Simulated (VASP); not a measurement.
Crystal: Cu.

```
Cu
1.0
    -1.44279    1.44279    1.37608
     1.44279   -1.44279    1.37608
     1.44279    1.44279   -1.37608
Cu
1
Direct
  0.00000 0.00000 0.00000
```

- Program: VASP 6.6.1
- Task: relaxation of cell and atoms
- Functional: LDA
- Potentials or basis: VASP PAW LDA potentials, release 64 (Cu)
- Cutoff: 600 eV
- k mesh: 15 × 15 × 15
- Occupations: fermi-dirac, width 0.1 eV
- Spin: no spin polarisation

At the start: pressure -6.9 GPa; volume 11.46 Å³/atom.

Task: How do energy, volume and symmetry change on relaxing?

Result: Over 3 steps the energy falls by 10.6 meV/atom and the volume is 10.99 Å³/atom (-4.1 %); space group I4/mmm (No. 139, to 0.05 Å).

The path:
```tsv
step	energy change (eV)	largest force (eV/Å)	pressure (GPa)	volume (Å³)
1	0.0000	0.0000	-6.87	11.46
2	-0.0049	0.0000	5.85	10.66
3	-0.0106	0.0000	-0.01	10.99
```

Final structure:
```
Cu
1.0
    -1.42317    1.42317    1.35608
     1.42317   -1.42317    1.35608
     1.42317    1.42317   -1.35608
Cu
1
Cartesian
  0.0000 0.0000 0.0000
```
